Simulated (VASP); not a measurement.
# CSe2 (Cmce) in VASP: a series of runs, part 2 of 2

VASP 6.6.1. The steps go on from the part before.

**3. Single point, r2SCAN+D3(BJ)**

This run uses another cell than the first one, of 28.91 Å³/atom.

The input, POSCAR:

```
CSe2
1.0
    3.3275602177     -2.9319286550      0.0000000000
    3.3275602177      2.9319286550      0.0000000000
    0.0000000000      0.0000000000      8.8901715788
Se C
4 2
Direct
    0.2166898556      0.7833101444      0.8742954991
    0.7833101444      0.2166898556      0.1257045009
    0.2833101444      0.7166898556      0.3742954991
    0.7166898556      0.2833101444      0.6257045009
    0.0000000000      0.0000000000      0.0000000000
    0.5000000000      0.5000000000      0.5000000000
```

The input, INCAR.step1:

```
  PREC = Accurate
  ENCUT = 520
  ISMEAR = -1
  SIGMA = 0.05
  LREAL = False
  LASPH = True
  NELM = 80
  NBANDS = 25
  GGA = PE
  ALGO = Normal
  EDIFF = 1E-4
  LWAVE = True
  LCHARG = False
```

The input, INCAR.step2:

```
  PREC = Accurate
  ENCUT = 520
  EDIFF = 1E-6
  ISMEAR = -1
  SIGMA = 0.05
  LREAL = False
  LASPH = True
  NELM = 80
  ALGO = Normal
  ISIF = 2
  LWAVE = False
  LCHARG = False
  METAGGA = R2SCAN
  LMIXTAU = True
  IVDW = 12
  VDW_S6 = 1.0
  VDW_S8 = 0.78981345
  VDW_A1 = 0.49484001
  VDW_A2 = 5.73083694
  NBANDS = 25
  ISTART = 1
```

The input, KPOINTS:

```
regular mesh
0
Gamma
  6 6 3
```

Potentials or basis: VASP PAW PBE potentials, release 64 (Se, C).

Command:

```sh
$ cat potpaw_PBE.64/Se/POTCAR potpaw_PBE.64/C/POTCAR > POTCAR
$ cp INCAR.step1 INCAR
$ mpirun -np 1 vasp_std > vasp.out
$ cp INCAR.step2 INCAR
$ mpirun -np 1 vasp_std > vasp.out
```

OUTCAR:

```text
PREC = Accurate
   ENCUT = 520
   EDIFF = 1E-6
   ISMEAR = -1
   LREAL = False
   LASPH = True
   NELM = 80
   ISIF = 2
   METAGGA = R2SCAN
   IVDW = 12
   ISTART = 1
 IVDW          = 12

 ion  position               nearest neighbor table
   1  0.217  0.783  0.874-   5 1.69
   2  0.783  0.217  0.126-   5 1.69
   3  0.283  0.717  0.374-   6 1.69
   4  0.717  0.283  0.626-   6 1.69
   5  0.000  0.000  0.000-   1 1.69   2 1.69
   6  0.500  0.500  0.500-   3 1.69   4 1.69

  LATTYP: Found a base centered orthorhombic cell.
 ALAT       =     5.8638573100
 B/A-ratio  =     1.1349390143
 C/A-ratio  =     1.5160961648

  Lattice vectors:

 A1 = (  -3.3275602177,  -2.9319286550,   0.0000000000)
 A2 = (   3.3275602177,  -2.9319286550,   0.0000000000)
 A3 = (   0.0000000000,   0.0000000000,   8.8901715788)

Analysis of symmetry for initial positions (statically):
=====================================================================
 Subroutine PRICEL returns:
 Original cell was already a primitive cell.

 Routine SETGRP: Setting up the symmetry group for a
 base centered orthorhombic supercell.

 Subroutine GETGRP returns: Found  8 space group operations
 (whereof  4 operations were pure point group operations)
 out of a pool of  8 trial point group operations.

The static configuration has the point symmetry C_2h.
 The point group associated with its full space group is D_2h.

Analysis of symmetry for dynamics (positions and initial velocities):
=====================================================================
 Subroutine PRICEL returns:
 Original cell was already a primitive cell.

 Routine SETGRP: Setting up the symmetry group for a
 base centered orthorhombic supercell.

 Subroutine GETGRP returns: Found  8 space group operations
 (whereof  4 operations were pure point group operations)
 out of a pool of  8 trial point group operations.

The dynamic configuration has the point symmetry C_2h.
 The point group associated with its full space group is D_2h.

 Subroutine INISYM returns: Found  8 space group operations
 (whereof  4 operations are pure point group operations),
 and found     1 'primitive' translations

----------------------------------------------------------------------------------------

                                     Primitive cell

  volume of cell :     173.4680

  direct lattice vectors                    reciprocal lattice vectors
     3.327560218 -2.931928655  0.000000000     0.150260241 -0.170536210  0.000000000
     3.327560218  2.931928655  0.000000000     0.150260241  0.170536210  0.000000000
     0.000000000  0.000000000  8.890171579     0.000000000  0.000000000  0.112483768

  length of vectors
     4.434959148  4.434959148  8.890171579     0.227289988  0.227289988  0.112483768

  position of ions in fractional coordinates (direct lattice)
     0.216689856  0.783310144  0.874295499
     0.783310144  0.216689856  0.125704501
     0.283310144  0.716689856  0.374295499
     0.716689856  0.283310144  0.625704501
     0.000000000  0.000000000  0.000000000
     0.500000000  0.500000000  0.500000000

  ion indices of the primitive-cell ions
   primitive index   ion index
                 1           1
[... 20 lines left out ...]

  Length of vectors
     0.037881665  0.037881665  0.037494589

  Shift w.r.t. Gamma in fractional coordinates (k-lattice)
     0.000000000  0.000000000  0.000000000

 Subroutine IBZKPT returns following result:
 ===========================================

 Found     26 irreducible k-points:

 Following reciprocal coordinates:
            Coordinates               Weight
  0.000000  0.000000  0.000000      1.000000
  0.166667 -0.000000  0.000000      4.000000
  0.333333  0.000000  0.000000      4.000000
  0.500000  0.000000  0.000000      2.000000
  0.166667  0.166667  0.000000      2.000000
  0.333333  0.166667  0.000000      4.000000
[... 16 lines left out ...]
  0.333333  0.333333  0.333333      4.000000
  0.500000  0.333333  0.333333      8.000000
 [... further k-points ...]
   k-points           NKPTS =     26   k-points in BZ     NKDIM =     26   number of bands    NBANDS=     25
   number of dos      NEDOS =    301   number of ions     NIONS =      6
   total plane-waves  NPLWV =  90720
   dimension x,y,z NGX =    36 NGY =   36 NGZ =   70
   dimension x,y,z NGXF=    72 NGYF=   72 NGZF=  140
   ions per type =               4   2
   NGX,Y,Z   is equivalent  to a cutoff of  13.49, 13.49, 13.09 a.u.
   NGXF,Y,Z  is equivalent  to a cutoff of  26.99, 26.99, 26.18 a.u.
 SYSTEM =  unknown system
   PREC   = accura    normal or accurate (medium, high low for compatibility)
   ISTART =      1    job   : 0-new  1-cont  2-samecut
   ICHARG =      0    charge: 1-file 2-atom 10-const
   ISPIN  =      1    spin polarized calculation?
   LNONCOLLINEAR =      F non collinear calculations
   LSORBIT =      F    spin-orbit coupling
   LASPH  =      T    aspherical Exc in radial PAW
   ENCUT  =  520.0 eV  38.22 Ry    6.18 a.u.   8.25  8.25 16.53*2*pi/ulx,y,z
   NELM   =     80;   NELMIN=  2; NELMDL=  0     # of ELM steps
   EDIFF  = 0.1E-05   stopping-criterion for ELM
   LREAL  =      F    real-space projection
[... 7 lines left out ...]
   TEBEG  =    0.0;   TEEND  =   0.0 temperature during run
   PSTRESS=    0.0 pullay stress
   NELECT =      32.0000    total number of electrons
   NUPDOWN=      -1.0000    fix difference up-down
   EMIN   =  10.00;   EMAX   =-10.00  energy-range for DOS
   EFERMI =   0.00;   METHOD = LEGACY
   ISMEAR =    -1;   SIGMA  =   0.05  broadening in eV -4-tet -1-fermi 0-gaus
   EFERMI_NEDOS =   21; number of points for ismear=-14 and -15
   IALGO  =     38    algorithm
   IMIX   =      4    mixing-type and parameters
     AMIX     =   0.40;   BMIX     =  1.00
     AMIX_MAG =   1.60;   BMIX_MAG =  1.00
  volume/ion in A,a.u.               =      28.91       195.10
  Fermi-wavevector in a.u.,A,eV,Ry     =   0.931934  1.761099 11.816665  0.868500
  Thomas-Fermi vector in A             =   2.058479
   LORBIT       =      0    0 simple, 1 ext, 2 COOP (PROOUT), +10 PAW based schemes
   METAGGA = R2SCAN    functional components
   LHFCALC =     F    Hartree Fock is set to
   AEXX    =    0.0000 exact exchange contribution
   IVDW    =    12    specifies the selected vdW correction
   LEPSILON=     F    determine dielectric tensor
   LRPA    =     F    only Hartree local field effects (RPA)
 non-spin polarized calculation
  energy-cutoff  :      520.00
  volume of cell :      173.47
 maximum number of plane-waves:      4695
 NGX is ok and might be reduce to    36
   NGX = 17   NGY = 17   NGZ = 33

 number of electron      31.9999997 magnetization

 Free energy of the ion-electron system (eV)
  ---------------------------------------------------
  ext. energy  EPLUGINS =         0.00000000
  ---------------------------------------------------
  free energy    TOTEN  =       -73.13468552 eV

  energy without entropy =      -73.13468552  energy(sigma->0) =      -73.13468552

 E-fermi :   0.8077     XC(G=0):  -8.0794

 val. band max:       -0.1683901873   @ k =   0.5000   0.5000   0.0000
 cond. band min:       1.9397729248   @ k =   0.0000   0.0000   0.0000
 fundamental gap:      2.1081631121
 Fermi energy:         0.8077215912

 k-point     1 :       0.0000    0.0000    0.0000
  band No.  band energies     occupation
      1     -16.1901      2.00000
      2     -15.9950      2.00000
      3     -13.9904      2.00000
      4     -13.6991      2.00000
      5      -7.9650      2.00000
      6      -7.5412      2.00000
[... 661 lines left out ...]
     24       7.5075      0.00000
     25       8.5626      0.00000

 [... further k-points ...]

------------------------ aborting loop because EDIFF is reached ----------------------------------------

 Edisp (eV)   -0.56968

 E8    (eV) :    -0.1694

  FORCE on cell =-STRESS in cart. coord.  units (eV):
  Direction    XX          YY          ZZ          XY          YZ          ZX
  --------------------------------------------------------------------------------------
  -------------------------------------------------------------------------------------
  Total      -0.02614     0.52218     0.40827     0.00000     0.00000     0.00000
  in kB      -0.24140     4.82289     3.77083     0.00000     0.00000     0.00000
  external pressure =        2.78 kB  Pullay stress =        0.00 kB

 VOLUME and BASIS-vectors are now :
 -----------------------------------------------------------------------------
  energy-cutoff  :      520.00
  volume of cell :      173.47
      direct lattice vectors                 reciprocal lattice vectors
     3.327560218 -2.931928655  0.000000000     0.150260241 -0.170536210  0.000000000
     3.327560218  2.931928655  0.000000000     0.150260241  0.170536210  0.000000000
     0.000000000  0.000000000  8.890171579     0.000000000  0.000000000  0.112483768

 POSITION                                       TOTAL-FORCE (eV/Angst)
 -----------------------------------------------------------------------------------
      3.32756      1.66129      7.77264         0.000000     -0.107544     -0.093125
      3.32756     -1.66129      1.11753         0.000000      0.107544      0.093125
      3.32756      1.27064      3.32755         0.000000      0.107544     -0.093125
      3.32756     -1.27064      5.56262         0.000000     -0.107544      0.093125
      0.00000      0.00000      0.00000        -0.000000     -0.000000      0.000000
      3.32756      0.00000      4.44509         0.000000      0.000000      0.000000
 -----------------------------------------------------------------------------------
    total drift:                                0.000000     -0.000000     -0.000000

  FREE ENERGIE OF THE ION-ELECTRON SYSTEM (eV)
  ---------------------------------------------------
  free  energy   TOTEN  =       -73.7043663943 eV

  energy  without entropy=      -73.7043663942  energy(sigma->0) =      -73.70436639
```

Run time: 14 min. Hardware: 1 thread of Intel Xeon 8259CL, shared host; peak memory 0.37 GiB.

What came out:

```yaml
Free_energy: -73.7044 eV
Pressure: 0.3 GPa
Largest_force: 0.142 eV/Å
Band_gap_on_the_k_mesh: 2.11 eV (least direct gap 2.35 eV)
Dispersion_energy_per_atom: -0.095 eV
```

Forces on the atoms (eV/Å):
```
Se   0.000 -0.108 -0.093
Se   0.000  0.108  0.093
Se   0.000  0.108 -0.093
Se   0.000 -0.108  0.093
C    0.000  0.000  0.000
C    0.000  0.000  0.000
```

Caveat: the PAW data sets were made with another functional, which shifts forces and pressure a little; an odd mesh through Γ misses points on the zone boundary, where band edges can lie.

**4. Single point, r2SCAN+D3(BJ)**

This run uses another cell than the first one, of 29.25 Å³/atom.

The input, POSCAR:

```
CSe2
1.0
    3.3430684539     -2.9409285509      0.0000000000
    3.3430684539      2.9409285509      0.0000000000
    0.0000000000      0.0000000000      8.9248150839
Se C
4 2
Direct
    0.2158161304      0.7841838696      0.8745964914
    0.7841838696      0.2158161304      0.1254035086
    0.2841838696      0.7158161304      0.3745964914
    0.7158161304      0.2841838696      0.6254035086
    0.0000000000      0.0000000000      0.0000000000
    0.5000000000      0.5000000000      0.5000000000
```

The input, INCAR.step1:

```
SYSTEM = CSe2
ALGO = Normal
EDIFF = 1E-4
ENCUT = 520
GGA = PE
ISMEAR = -1
LASPH = .True.
LCHARG = .False.
LREAL = .False.
LWAVE = .True.
NBANDS = 25
NELM = 100
PREC = Accurate
SIGMA = 0.05
```

The input, INCAR.step2:

```
SYSTEM = CSe2
ALGO = Normal
EDIFF = 1E-7
ENCUT = 520
ISIF = 2
ISMEAR = -1
ISTART = 1
IVDW = 12
LASPH = .True.
LCHARG = .True.
LELF = .True.
LMIXTAU = .True.
LREAL = .False.
LVHAR = .True.
LWAVE = .False.
METAGGA = R2SCAN
NBANDS = 25
NELM = 100
PREC = Accurate
SIGMA = 0.05
VDW_A1 = 0.49484001
VDW_A2 = 5.73083694
VDW_S6 = 1.0
VDW_S8 = 0.78981345
```

The input, KPOINTS:

```
k-points
0
Gamma
  6 6 3
  0 0 0
```

Command:

```sh
$ cat potpaw_PBE.64/Se/POTCAR potpaw_PBE.64/C/POTCAR > POTCAR
$ cp INCAR.step1 INCAR
$ mpirun -np 1 vasp_std > vasp.out
$ cp INCAR.step2 INCAR
$ mpirun -np 1 vasp_std > vasp.out
```

It took 14 min on 1 thread of Intel Xeon 8259CL, shared host; peak memory 0.37 GiB.

It converged, with:

```
Free energy                : -73.7040 eV
Pressure                   : 0.2 GPa
Largest force              : 0.138 eV/Å
Band gap on the k mesh     : 2.15 eV (least direct gap 2.38 eV)
Dispersion energy per atom : -0.094 eV
```

Forces in eV/Å, atoms in the order of the input:
```
Se   0.000 -0.104 -0.091
Se   0.000  0.104  0.091
Se   0.000  0.104 -0.091
Se   0.000 -0.104  0.091
C    0.000  0.000  0.000
C    0.000  0.000  0.000
```

Stress tensor (GPa, compression positive):
```
-0.10  0.00  0.00
 0.00  0.38  0.00
 0.00  0.00  0.28
```

Levels at points of the mesh, in eV from the valence-band top:
```tsv
k point	band 12	band 13	band 14	band 15	band 16	band 17	band 18	band 19	band 20	band 21
(0.00, 0.00, 0.00)	-2.71	-1.45	-1.17	-1.03	-0.56	2.15	2.51	3.03	3.55	4.88
(0.50, 0.00, 0.00)	-3.01	-0.92	-0.92	-0.45	-0.45	2.50	2.50	2.97	2.97	5.68
(0.50, 0.50, 0.00)	-3.19	-1.73	-1.46	-0.75	0.00	2.38	2.58	3.79	3.87	5.07
```

Caveat: three body term missing; the PAW data sets were made with another functional, which shifts forces and pressure a little; an odd mesh through Γ misses points on the zone boundary, where band edges can lie.

**5. Single point, r2SCAN+D4**

This run uses another cell than the first one, of 29.31 Å³/atom.

The input, POSCAR:

```
CSe2
1.0
    3.3510695260     -2.9380593052      0.0000000000
    3.3510695260      2.9380593052      0.0000000000
    0.0000000000      0.0000000000      8.9298759935
Se C
4 2
Direct
    0.2164825774      0.7835174226      0.8749816118
    0.7835174226      0.2164825774      0.1250183882
    0.2835174226      0.7164825774      0.3749816118
    0.7164825774      0.2835174226      0.6250183882
    0.0000000000      0.0000000000      0.0000000000
    0.5000000000      0.5000000000      0.5000000000
```

The input, INCAR.step1:

```
  PREC = Accurate
  ENCUT = 520
  ISMEAR = -1
  SIGMA = 0.05
  LREAL = False
  LASPH = True
  NELM = 100
  NBANDS = 25
  GGA = PE
  ALGO = Normal
  EDIFF = 1E-4
  LWAVE = True
  LCHARG = False
```

The input, INCAR.step2:

```
  PREC = Accurate
  ENCUT = 520
  EDIFF = 1E-6
  ISMEAR = -1
  SIGMA = 0.05
  LREAL = False
  LASPH = True
  NELM = 100
  ALGO = Normal
  ISIF = 2
  LWAVE = False
  LCHARG = True
  METAGGA = R2SCAN
  LMIXTAU = True
  IVDW = 13
  VDW_S6 = 1.0
  VDW_S8 = 0.6018749
  VDW_A1 = 0.51559235
  VDW_A2 = 5.77342911
  LELF = True
  LVHAR = True
  NBANDS = 25
  ISTART = 1
```

The input, KPOINTS:

```
regular mesh
0
Gamma
  6 6 3
```

Command:

```sh
$ cat potpaw_PBE.64/Se/POTCAR potpaw_PBE.64/C/POTCAR > POTCAR
$ cp INCAR.step1 INCAR
$ mpirun -np 1 vasp_std > vasp.out
$ cp INCAR.step2 INCAR
$ mpirun -np 1 vasp_std > vasp.out
```

It took 12 min on 1 thread of Intel Xeon 8259CL, shared host; peak memory 0.37 GiB.

The run converged. Its results:

| Quantity | Value |
| --- | --- |
| Free energy | -73.6283 eV |
| Pressure | 0.2 GPa |
| Largest force | 0.129 eV/Å |
| Band gap on the k mesh | 2.16 eV (least direct gap 2.39 eV) |
| Dispersion energy per atom | -0.081 eV |

Forces in eV/Å, atoms in the order of the input:
```
Se   0.000 -0.096 -0.086
Se   0.000  0.096  0.086
Se   0.000  0.096 -0.086
Se   0.000 -0.096  0.086
C    0.000  0.000  0.000
C    0.000  0.000  0.000
```

Stress tensor (GPa, compression positive):
```
-0.03  0.00  0.00
 0.00  0.44  0.00
 0.00  0.00  0.33
```

Levels at points of the mesh, in eV from the valence-band top:
```csv
k point,band 12,band 13,band 14,band 15,band 16,band 17,band 18,band 19,band 20,band 21
"(0.00, 0.00, 0.00)",-2.71,-1.44,-1.15,-1.03,-0.56,2.16,2.53,3.03,3.55,4.88
"(0.50, 0.00, 0.00)",-3.01,-0.91,-0.91,-0.44,-0.44,2.51,2.51,2.98,2.98,5.68
"(0.50, 0.50, 0.00)",-3.18,-1.72,-1.44,-0.75,0.00,2.39,2.59,3.78,3.87,5.08
```

Caveat: the PAW data sets were made with another functional, which shifts forces and pressure a little; an odd mesh through Γ misses points on the zone boundary, where band edges can lie.

**6. Single point, r2SCAN**

This run uses another cell than the first one, of 31.45 Å³/atom.

The input, POSCAR:

```
CSe2
1.0
    3.4329887782     -2.9915887224      0.0000000000
    3.4329887782      2.9915887224      0.0000000000
    0.0000000000      0.0000000000      9.1869810851
Se C
4 2
Direct
    0.2098235605      0.7901764395      0.8763641356
    0.7901764395      0.2098235605      0.1236358644
    0.2901764395      0.7098235605      0.3763641356
    0.7098235605      0.2901764395      0.6236358644
    0.0000000000      0.0000000000      0.0000000000
    0.5000000000      0.5000000000      0.5000000000
```

The input, INCAR.step1:

```
  PREC = Accurate
  ENCUT = 520
  ISMEAR = -1
  SIGMA = 0.05
  LREAL = F
  LASPH = T
  NELM = 60
  NBANDS = 25
  GGA = PE
  ALGO = Normal
  EDIFF = 1E-4
  LWAVE = T
  LCHARG = F
```

The input, INCAR.step2:

```
  PREC = Accurate
  ENCUT = 520
  EDIFF = 1E-6
  ISMEAR = -1
  SIGMA = 0.05
  LREAL = F
  LASPH = T
  NELM = 60
  ALGO = Normal
  ISIF = 2
  LWAVE = F
  LCHARG = T
  METAGGA = R2SCAN
  LMIXTAU = T
  LELF = T
  LVHAR = T
  NBANDS = 25
  ISTART = 1
```

KPOINTS is that of step 5.

Potentials or basis: VASP PAW PBE potentials, release 64 (Se, C).

Command:

```sh
$ cat potpaw_PBE.64/Se/POTCAR potpaw_PBE.64/C/POTCAR > POTCAR
$ cp INCAR.step1 INCAR
$ mpirun -np 1 vasp_std > vasp.out
$ cp INCAR.step2 INCAR
$ mpirun -np 1 vasp_std > vasp.out
```

It took 16 min on 1 thread of Intel Xeon 8259CL, shared host; peak memory 0.37 GiB.

The run converged. Its results:

- Free energy: -73.1582 eV
- Pressure: 0.2 GPa
- Largest force: 0.124 eV/Å
- Band gap on the k mesh: 2.41 eV (least direct gap 2.57 eV)

Forces in eV/Å, atoms in the order of the input:
```
Se   0.000 -0.093 -0.083
Se   0.000  0.093  0.083
Se   0.000  0.093 -0.083
Se   0.000 -0.093  0.083
C    0.000  0.000  0.000
C    0.000  0.000  0.000
```

Stress tensor (GPa, compression positive):
```
0.00 0.00 0.00
0.00 0.40 0.00
0.00 0.00 0.30
```

Levels at points of the mesh, in eV from the valence-band top:
| k point | band 12 | band 13 | band 14 | band 15 | band 16 | band 17 | band 18 | band 19 | band 20 | band 21 |
| --- | --- | --- | --- | --- | --- | --- | --- | --- | --- | --- |
| (0.00, 0.00, 0.00) | -2.68 | -1.21 | -0.96 | -0.87 | -0.47 | 2.41 | 2.70 | 3.15 | 3.57 | 4.86 |
| (0.50, 0.00, 0.00) | -2.93 | -0.77 | -0.77 | -0.38 | -0.38 | 2.69 | 2.69 | 3.06 | 3.06 | 5.77 |
| (0.50, 0.50, 0.00) | -3.12 | -1.44 | -1.21 | -0.62 | 0.00 | 2.57 | 2.69 | 3.78 | 3.85 | 5.20 |

Caveat: the PAW data sets were made with another functional, which shifts forces and pressure a little; an odd mesh through Γ misses points on the zone boundary, where band edges can lie.

**7. The runs side by side**

```tsv
level	cell	gap on the mesh (eV)	pressure (GPa)	largest force (eV/Å)
r2SCAN+rVV10	a = 4.385, b = 4.385, c = 8.890 Å, angles 90.0, 90.0, 82.9°, 6 atoms, atomic positions A	2.02	0.3	0.14
r2SCAN+D3(BJ)	a = 4.435, b = 4.435, c = 8.890 Å, angles 90.0, 90.0, 82.8°, 6 atoms, atomic positions A	2.11	0.3	0.14
r2SCAN+D3(BJ)	a = 4.453, b = 4.453, c = 8.925 Å, angles 90.0, 90.0, 82.7°, 6 atoms, atomic positions B	2.15	0.2	0.14
r2SCAN+D4	a = 4.457, b = 4.457, c = 8.930 Å, angles 90.0, 90.0, 82.5°, 6 atoms, atomic positions B	2.16	0.2	0.13
r2SCAN	a = 4.554, b = 4.554, c = 9.187 Å, angles 90.0, 90.0, 82.1°, 6 atoms, atomic positions C	2.41	0.2	0.12
```

Alike in all rows: task single point; potentials or basis VASP PAW PBE potentials, release 64 (Se, C); no spin polarisation; k mesh 6 × 6 × 3; cutoff (eV) 520; smearing fermi-dirac 0.05 eV.

Caveats: the PAW data sets were made with another functional, which shifts forces and pressure a little; an odd mesh through Γ misses points on the zone boundary, where band edges can lie; three body term missing (at least some runs).

Absolute energies hang on the potentials; compare differences alone.
